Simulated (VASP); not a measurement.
# MoSe2 (P6_3/mmc) in VASP: a series of runs

The runs below take MoSe2 through single point, with LDA, PBE+D3(BJ).

All numbers are computed with VASP 6.6.1; they aren't measurements. Logs are shortened: lines on timing, memory, paths and dates and some standing lists are left out, and cuts for length are marked.

## (1) The cell of the first run

Symmetry: P6_3/mmc, No. 194, hexagonal system. Conventional cell: a = 3.264 Å, b = 3.264 Å, c = 13.093 Å, α = 90.00°, β = 90.00°, γ = 120.00°. Mo (site symmetry -6m2) has 6 Se at 2.51 Å and 6 Mo at 3.26 Å within 3.3 Å. Se (site symmetry 3m) has 3 Mo at 2.51 Å and 7 Se at 3.26 to 3.31 Å within 3.4 Å.

## (2) Single point, LDA, collinear spin

File INCAR:

```
PREC = Accurate
ENCUT = 500
EDIFF = 1E-6
ISMEAR = 0
SIGMA = 0.05
LREAL = False
LASPH = True
NELM = 200
ALGO = Normal
ISIF = 2
LWAVE = False
LCHARG = True
ISPIN = 2
MAGMOM = 0.05 0.05 0 0 0 0
LORBIT = 11
LMAXMIX = 4
GGA = CA
LELF = True
LVHAR = True
NBANDS = 39
GGA_COMPAT = False
```

File KPOINTS:

```
Automatic mesh
0
Gamma
  8 8 2
```

File POSCAR:

```
MoSe2
1.0
    3.2636747955      0.0000000000      0.0000000000
   -1.6318373978      2.8264252826      0.0000000000
    0.0000000000      0.0000000000     13.0930097574
Mo Se
2 4
Direct
    0.3333333333      0.6666666667      0.2500000000
    0.6666666667      0.3333333333      0.7500000000
    0.3333333333      0.6666666667      0.6236669934
    0.6666666667      0.3333333333      0.1236669934
    0.3333333333      0.6666666667      0.8763330066
    0.6666666667      0.3333333333      0.3763330066
```

Potentials or basis: VASP PAW LDA potentials, release 64 (Mo_sv, Se).

Run with:

```sh
$ cat potpaw_LDA.64/Mo_sv/POTCAR potpaw_LDA.64/Se/POTCAR > POTCAR
$ mpirun -np 1 vasp_std > vasp.out
```

OUTCAR:

```text
PREC = Accurate
   ENCUT = 500
   EDIFF = 1E-6
   ISMEAR = 0
   LREAL = False
   LASPH = True
   NELM = 200
   ISIF = 2
   ISPIN = 2
   LORBIT = 11
   GGA = CA

 ion  position               nearest neighbor table
   1  0.333  0.667  0.250-   4 2.51   6 2.51   4 2.51   6 2.51   4 2.51   6 2.51
   2  0.667  0.333  0.750-   3 2.51   5 2.51   3 2.51   5 2.51   3 2.51   5 2.51
   3  0.333  0.667  0.624-   2 2.51   2 2.51   2 2.51
   4  0.667  0.333  0.124-   1 2.51   1 2.51   1 2.51
   5  0.333  0.667  0.876-   2 2.51   2 2.51   2 2.51
   6  0.667  0.333  0.376-   1 2.51   1 2.51   1 2.51

  LATTYP: Found a hexagonal cell.
 ALAT       =     3.2636747955
 C/A-ratio  =     4.0117384782

  Lattice vectors:

 A1 = (   3.2636747955,   0.0000000000,   0.0000000000)
 A2 = (  -1.6318373978,   2.8264252826,   0.0000000000)
 A3 = (   0.0000000000,   0.0000000000,  13.0930097574)

Analysis of symmetry for initial positions (statically):
=====================================================================
 Subroutine PRICEL returns:
 Original cell was already a primitive cell.

 Routine SETGRP: Setting up the symmetry group for a
 hexagonal supercell.

 Subroutine GETGRP returns: Found 24 space group operations
 (whereof 12 operations were pure point group operations)
 out of a pool of 24 trial point group operations.

The static configuration has the point symmetry D_3d.
 The point group associated with its full space group is D_6h.

Analysis of symmetry for dynamics (positions and initial velocities):
=====================================================================
 Subroutine PRICEL returns:
 Original cell was already a primitive cell.

 Routine SETGRP: Setting up the symmetry group for a
 hexagonal supercell.

 Subroutine GETGRP returns: Found 24 space group operations
 (whereof 12 operations were pure point group operations)
 out of a pool of 24 trial point group operations.

The dynamic configuration has the point symmetry D_3d.
 The point group associated with its full space group is D_6h.

Analysis of structural, dynamic, and magnetic symmetry:
=====================================================================
 Subroutine PRICEL returns:
 Original cell was already a primitive cell.

 Routine SETGRP: Setting up the symmetry group for a
 hexagonal supercell.

 Subroutine GETGRP returns: Found 24 space group operations
 (whereof 12 operations were pure point group operations)
 out of a pool of 24 trial point group operations.

The overall configuration has the point symmetry D_3d.
 The point group associated with its full space group is D_6h.

 Subroutine INISYM returns: Found 24 space group operations
 (whereof 12 operations are pure point group operations),
 and found     1 'primitive' translations

----------------------------------------------------------------------------------------

                                     Primitive cell

  volume of cell :     120.7769

  direct lattice vectors                    reciprocal lattice vectors
     3.263674796  0.000000000  0.000000000     0.306403077  0.176901899  0.000000000
    -1.631837398  2.826425283  0.000000000     0.000000000  0.353803798  0.000000000
     0.000000000  0.000000000 13.093009757     0.000000000  0.000000000  0.076376633

  length of vectors
     3.263674796  3.263674796 13.093009757     0.353803798  0.353803798  0.076376633

  position of ions in fractional coordinates (direct lattice)
     0.333333333  0.666666667  0.250000000
     0.666666667  0.333333333  0.750000000
     0.333333333  0.666666667  0.623666993
     0.666666667  0.333333333  0.123666993
     0.333333333  0.666666667  0.876333007
     0.666666667  0.333333333  0.376333007

  ion indices of the primitive-cell ions
   primitive index   ion index
                 1           1
                 2           2
                 3           3
                 4           4
                 5           5
                 6           6

----------------------------------------------------------------------------------------

 KPOINTS: Automatic mesh

Automatic generation of k-mesh.
 Grid dimensions read from file:
 generate k-points for:    8    8    2

 Generating k-lattice:

  Cartesian coordinates                     Fractional coordinates (reciprocal lattice)
     0.038300385  0.022112737  0.000000000     0.125000000  0.000000000  0.000000000
     0.000000000  0.044225475  0.000000000     0.000000000  0.125000000  0.000000000
     0.000000000  0.000000000  0.038188316     0.000000000  0.000000000  0.500000000

  Length of vectors
     0.044225475  0.044225475  0.038188316

  Shift w.r.t. Gamma in fractional coordinates (k-lattice)
     0.000000000  0.000000000  0.000000000

 Subroutine IBZKPT returns following result:
 ===========================================

 Found     20 irreducible k-points:

 Following reciprocal coordinates:
            Coordinates               Weight
  0.000000  0.000000  0.000000      1.000000
[... 76 lines left out ...]

 val. band max:        6.3931006659   @ k =   0.0000   0.0000   0.0000
 cond. band min:       7.3515197383   @ k =   0.2500   0.1250   0.0000
 fundamental gap:      0.9584190724
 Fermi energy:         6.6756393299

 spin component 1

 k-point     1 :       0.0000    0.0000    0.0000
  band No.  band energies     occupation
      1     -54.3673      1.00000
      2     -54.3673      1.00000
      3     -28.7516      1.00000
      4     -28.7515      1.00000
      5     -28.5263      1.00000
      6     -28.5263      1.00000
[... 30 lines left out ...]
     37      14.4766      0.00000
     38      14.4908      0.00000

 k-point     2 :       0.1250   -0.0000    0.0000
  band No.  band energies     occupation
      1     -54.3632      1.00000
      2     -54.3632      1.00000
      3     -28.7422      1.00000
      4     -28.7421      1.00000
      5     -28.5708      1.00000
      6     -28.5708      1.00000
[... 30 lines left out ...]
     37      14.7081      0.00000
     38      15.4637      0.00000
[... 695 lines left out ...]
     37      14.3556      0.00000
     38      14.3556      0.00000

 k-point    20 :       0.3750    0.2500    0.5000
  band No.  band energies     occupation
      1     -54.3361      1.00000
      2     -54.3361      1.00000
      3     -28.7727      1.00000
      4     -28.7727      1.00000
      5     -28.6852      1.00000
      6     -28.6852      1.00000
[... 30 lines left out ...]
     37      13.7738      0.00000
     38      13.7738      0.00000
 Fermi energy:         6.6756393299

 spin component 2

 k-point     1 :       0.0000    0.0000    0.0000
  band No.  band energies     occupation
      1     -54.3673      1.00000
      2     -54.3673      1.00000
      3     -28.7516      1.00000
      4     -28.7515      1.00000
      5     -28.5263      1.00000
      6     -28.5263      1.00000
[... 30 lines left out ...]
     37      14.4767      0.00000
     38      14.4909      0.00000

 k-point     2 :       0.1250   -0.0000    0.0000
  band No.  band energies     occupation
      1     -54.3632      1.00000
      2     -54.3632      1.00000
      3     -28.7422      1.00000
      4     -28.7421      1.00000
      5     -28.5708      1.00000
      6     -28.5708      1.00000
[... 30 lines left out ...]
     37      14.7082      0.00000
     38      15.4638      0.00000
[... 695 lines left out ...]
     37      14.3556      0.00000
     38      14.3556      0.00000

 k-point    20 :       0.3750    0.2500    0.5000
  band No.  band energies     occupation
      1     -54.3361      1.00000
      2     -54.3361      1.00000
      3     -28.7727      1.00000
      4     -28.7727      1.00000
      5     -28.6852      1.00000
      6     -28.6852      1.00000
[... 30 lines left out ...]
     37      13.7739      0.00000
     38      13.7739      0.00000
 [bands above 38 left out]

------------------------ aborting loop because EDIFF is reached ----------------------------------------

  FORCE on cell =-STRESS in cart. coord.  units (eV):
  Direction    XX          YY          ZZ          XY          YZ          ZX
  --------------------------------------------------------------------------------------
  -------------------------------------------------------------------------------------
  Total       -0.6377039     -0.6377039     -0.3356297      0.0000000      0.0000000     -0.0000000
  in kB       -8.4595214     -8.4595214     -4.4523280      0.0000000      0.0000000     -0.0000000
  external PRESSURE =      -7.1237903 kB  Pullay stress =       0.0000000 kB

 VOLUME and BASIS-vectors are now :
 -----------------------------------------------------------------------------
  energy-cutoff  :      500.00
  volume of cell :      120.78
      direct lattice vectors                 reciprocal lattice vectors
     3.263674796  0.000000000  0.000000000     0.306403077  0.176901899  0.000000000
    -1.631837398  2.826425283  0.000000000     0.000000000  0.353803798  0.000000000
     0.000000000  0.000000000 13.093009757     0.000000000  0.000000000  0.076376633

 POSITION                                       TOTAL-FORCE (eV/Angst)
 -----------------------------------------------------------------------------------
     -0.00000      1.88428      3.27325        -0.000000     -0.000000      0.000000
      1.63184      0.94214      9.81976         0.000000      0.000000      0.000000
     -0.00000      1.88428      8.16568         0.000000      0.000000     -0.077687
      1.63184      0.94214      1.61917        -0.000000     -0.000000     -0.077687
     -0.00000      1.88428     11.47384        -0.000000     -0.000000      0.077687
      1.63184      0.94214      4.92733        -0.000000      0.000000      0.077687
 -----------------------------------------------------------------------------------
    total drift:                               -0.000000      0.000000     -0.000000

  FREE ENERGIE OF THE ION-ELECTRON SYSTEM (eV)
  ---------------------------------------------------
  free  energy   TOTEN  =       -45.2532426726 eV

  energy  without entropy=      -45.2532426726  energy(sigma->0) =      -45.25324267

 total charge

# of ion       s       p       d       tot
------------------------------------------
    1        2.284   6.196   4.006  12.485
    2        2.284   6.196   4.006  12.485
    3        1.482   2.339   0.068   3.889
    4        1.482   2.339   0.068   3.889
    5        1.482   2.339   0.068   3.889
    6        1.482   2.339   0.068   3.889
--------------------------------------------------
tot         10.497  21.747   8.284  40.528

 magnetization (x)

# of ion       s       p       d       tot
------------------------------------------
    1       -0.000  -0.000  -0.000  -0.000
    2       -0.000  -0.000  -0.000  -0.000
    3       -0.000   0.000  -0.000   0.000
    4       -0.000   0.000  -0.000   0.000
    5       -0.000   0.000  -0.000   0.000
    6       -0.000   0.000  -0.000   0.000
--------------------------------------------------
tot         -0.000   0.000  -0.000  -0.000
```

It took 3.7 min on 1 thread of Oxide Virtual Turin-like, shared host; peak memory 0.23 GiB.

What came out:

```
Free energy                                           : -45.2532 eV
Pressure                                              : -0.7 GPa
Largest force                                         : 0.078 eV/Å
Band gap on the k mesh                                : 0.96 eV (least direct gap 1.71 eV)
Net moment                                            : 0.00 μB per cell
Valence electrons inside the program's atomic spheres : Mo 12.48; Se 3.89
```

Forces on the atoms (eV/Å):
```
Mo   0.000  0.000  0.000
Mo   0.000  0.000  0.000
Se   0.000  0.000 -0.078
Se   0.000  0.000 -0.078
Se   0.000  0.000  0.078
Se   0.000  0.000  0.078
```

## (3) Single point, PBE+D3(BJ), collinear spin

File INCAR:

```
SYSTEM = MoSe2
PREC = Accurate
ENCUT = 500
EDIFF = 1E-6
ISMEAR = 0
SIGMA = 0.05
LREAL = .False.
LASPH = .True.
NELM = 200
ALGO = Normal
ISIF = 2
LWAVE = .False.
LCHARG = .False.
ISPIN = 2
MAGMOM = 0.05 0.05 0 0 0 0
LORBIT = 11
LMAXMIX = 4
GGA = PE
IVDW = 12
NBANDS = 39
GGA_COMPAT = .False.
```

File KPOINTS:

```
Automatic mesh
0
Gamma
  8 8 2
  0 0 0
```

File POSCAR:

```
MoSe2
1.0
    3.2864284111      0.0000000000      0.0000000000
   -1.6432142056      2.8461304917      0.0000000000
    0.0000000000      0.0000000000     12.9123382372
Mo Se
2 4
Direct
    0.3333333333      0.6666666667      0.2500000000
    0.6666666667      0.3333333333      0.7500000000
    0.3333333333      0.6666666667      0.6203761226
    0.6666666667      0.3333333333      0.1203761226
    0.3333333333      0.6666666667      0.8796238774
    0.6666666667      0.3333333333      0.3796238774
```

Potentials or basis: VASP PAW PBE potentials, release 64 (Mo_sv, Se).

Run with:

```sh
$ cat potpaw_PBE.64/Mo_sv/POTCAR potpaw_PBE.64/Se/POTCAR > POTCAR
$ mpirun -np 1 vasp_std > vasp.out
```

Wall time 3.7 min (1 thread of Oxide Virtual Turin-like, shared host); peak memory 0.3 GiB.

Results (log left out):

```
Free energy                                           : -42.6780 eV
Pressure                                              : -0.6 GPa
Largest force                                         : 0.029 eV/Å
Band gap on the k mesh                                : 0.91 eV (least direct gap 1.65 eV)
Net moment                                            : 0.00 μB per cell
Valence electrons inside the program's atomic spheres : Mo 12.41; Se 3.87
Dispersion energy per atom                            : -0.470 eV
```

Forces on the atoms (eV/Å):
```
Mo   0.000  0.000  0.000
Mo   0.000  0.000  0.000
Se   0.000  0.000 -0.029
Se   0.000  0.000 -0.029
Se   0.000  0.000  0.029
Se   0.000  0.000  0.029
```

Levels at points of the mesh, in eV from the valence-band top:
Spin up:
| k point | band 22 | band 23 | band 24 | band 25 | band 26 | band 27 | band 28 | band 29 | band 30 | band 31 |
| --- | --- | --- | --- | --- | --- | --- | --- | --- | --- | --- |
| (0.00, 0.00, 0.00) | -1.45 | -1.45 | -1.11 | -0.77 | 0.00 | 2.50 | 2.50 | 2.57 | 2.57 | 2.66 |
| (0.50, 0.00, 0.00) | -2.20 | -1.17 | -1.13 | -1.08 | -0.86 | 1.58 | 1.62 | 1.83 | 2.17 | 2.70 |
| (0.00, 0.00, 0.50) | -1.48 | -1.48 | -1.48 | -0.18 | -0.18 | 2.52 | 2.52 | 2.52 | 2.52 | 2.78 |
| (0.50, 0.00, 0.50) | -2.37 | -1.11 | -1.11 | -1.00 | -1.00 | 1.60 | 1.60 | 2.02 | 2.02 | 3.17 |
Spin down:
| k point | band 23 | band 24 | band 25 | band 26 | band 27 | band 28 | band 29 | band 30 |
| --- | --- | --- | --- | --- | --- | --- | --- | --- |
| (0.00, 0.00, 0.00) | -1.45 | -1.11 | -0.77 | 0.00 | 2.50 | 2.50 | 2.57 | 2.57 |
| (0.50, 0.00, 0.00) | -1.17 | -1.13 | -1.08 | -0.86 | 1.58 | 1.62 | 1.83 | 2.17 |
| (0.00, 0.00, 0.50) | -1.48 | -1.48 | -0.18 | -0.18 | 2.52 | 2.52 | 2.52 | 2.52 |
| (0.50, 0.00, 0.50) | -1.11 | -1.11 | -1.00 | -1.00 | 1.60 | 1.60 | 2.02 | 2.02 |

## (4) Single point, PBE+D3(BJ), collinear spin (20.11 Å³/atom)

File INCAR:

```
SYSTEM = MoSe2
ALGO = Normal ; EDIFF = 1E-6
ENCUT = 500 ; GGA = PE
GGA_COMPAT = .False. ; ISIF = 2
ISMEAR = 0 ; ISPIN = 2
IVDW = 12 ; LASPH = .True.
LCHARG = .False. ; LMAXMIX = 4
LORBIT = 11 ; LREAL = .False.
LWAVE = .False. ; MAGMOM = 0.05 0.05 0 0 0 0
NBANDS = 39 ; NELM = 200
PREC = Accurate ; SIGMA = 0.05
```

File KPOINTS:

```
k-points
0
Gamma
  8 8 2
  0 0 0
```

File POSCAR:

```
MoSe2
1.0
    3.2858652477      0.0000000000      0.0000000000
   -1.6429326238      2.8456427779      0.0000000000
    0.0000000000      0.0000000000     12.9065632584
Mo Se
2 4
Direct
    0.3333333333      0.6666666667      0.2500000000
    0.6666666667      0.3333333333      0.7500000000
    0.3333333333      0.6666666667      0.6203118894
    0.6666666667      0.3333333333      0.1203118894
    0.3333333333      0.6666666667      0.8796881106
    0.6666666667      0.3333333333      0.3796881106
```

Run with:

```sh
$ cat potpaw_PBE.64/Mo_sv/POTCAR potpaw_PBE.64/Se/POTCAR > POTCAR
$ mpirun -np 1 vasp_std > vasp.out
```

It took 3.9 min on 1 thread of Oxide Virtual Turin-like, shared host; peak memory 0.3 GiB.

The run converged. Its results:

* Free energy: -42.6784 eV
* Pressure: -0.5 GPa
* Largest force: 0.030 eV/Å
* Band gap on the k mesh: 0.91 eV (least direct gap 1.65 eV)
* Net moment: 0.00 μB per cell
* Valence electrons inside the program's atomic spheres: Mo 12.41; Se 3.87
* Dispersion energy per atom: -0.470 eV

Forces in eV/Å, atoms in the order of the input:
```
Mo   0.000  0.000  0.000
Mo   0.000  0.000  0.000
Se   0.000  0.000 -0.030
Se   0.000  0.000 -0.030
Se   0.000  0.000  0.030
Se   0.000  0.000  0.030
```

Levels at points of the mesh, in eV from the valence-band top:
Spin up:
```csv
k point,band 22,band 23,band 24,band 25,band 26,band 27,band 28,band 29,band 30,band 31
"(0.00, 0.00, 0.00)",-1.45,-1.45,-1.11,-0.76,0.00,2.50,2.50,2.57,2.57,2.66
"(0.50, 0.00, 0.00)",-2.21,-1.17,-1.13,-1.08,-0.86,1.58,1.62,1.83,2.18,2.70
"(0.00, 0.00, 0.50)",-1.48,-1.48,-1.48,-0.18,-0.18,2.52,2.52,2.52,2.52,2.78
"(0.50, 0.00, 0.50)",-2.37,-1.11,-1.11,-1.00,-1.00,1.60,1.60,2.02,2.02,3.17
```
Spin down:
| k point | band 22 | band 23 | band 24 | band 25 | band 26 | band 27 | band 28 | band 29 | band 30 | band 31 |
| --- | --- | --- | --- | --- | --- | --- | --- | --- | --- | --- |
| (0.00, 0.00, 0.00) | -1.45 | -1.45 | -1.11 | -0.76 | 0.00 | 2.50 | 2.50 | 2.57 | 2.57 | 2.66 |
| (0.50, 0.00, 0.00) | -2.21 | -1.17 | -1.13 | -1.08 | -0.86 | 1.58 | 1.62 | 1.83 | 2.18 | 2.70 |
| (0.00, 0.00, 0.50) | -1.48 | -1.48 | -1.48 | -0.18 | -0.18 | 2.52 | 2.52 | 2.52 | 2.52 | 2.78 |
| (0.50, 0.00, 0.50) | -2.37 | -1.11 | -1.11 | -1.00 | -1.00 | 1.60 | 1.60 | 2.02 | 2.02 | 3.17 |

## (5) Summary

| level | potentials or basis | cell | gap on the mesh (eV) | pressure (GPa) | moment (μB) | largest force (eV/Å) |
| --- | --- | --- | --- | --- | --- | --- |
| LDA | VASP PAW LDA potentials, release 64 (Mo_sv, Se) | a = 3.264, b = 3.264, c = 13.093 Å, angles 90.0, 90.0, 120.0°, 6 atoms, atomic positions A | 0.96 | -0.7 | 0.00 | 0.08 |
| PBE+D3(BJ) | VASP PAW PBE potentials, release 64 (Mo_sv, Se) | a = 3.286, b = 3.286, c = 12.912 Å, angles 90.0, 90.0, 120.0°, 6 atoms, atomic positions B | 0.91 | -0.6 | 0.00 | 0.03 |
| PBE+D3(BJ) | VASP PAW PBE potentials, release 64 (Mo_sv, Se) | a = 3.286, b = 3.286, c = 12.907 Å, angles 90.0, 90.0, 120.0°, 6 atoms, atomic positions C | 0.91 | -0.5 | 0.00 | 0.03 |

Alike in all rows: task single point; spin collinear; k mesh 8 × 8 × 2; cutoff (eV) 500; smearing gaussian 0.05 eV.

Absolute energies hang on the potentials; compare differences alone.
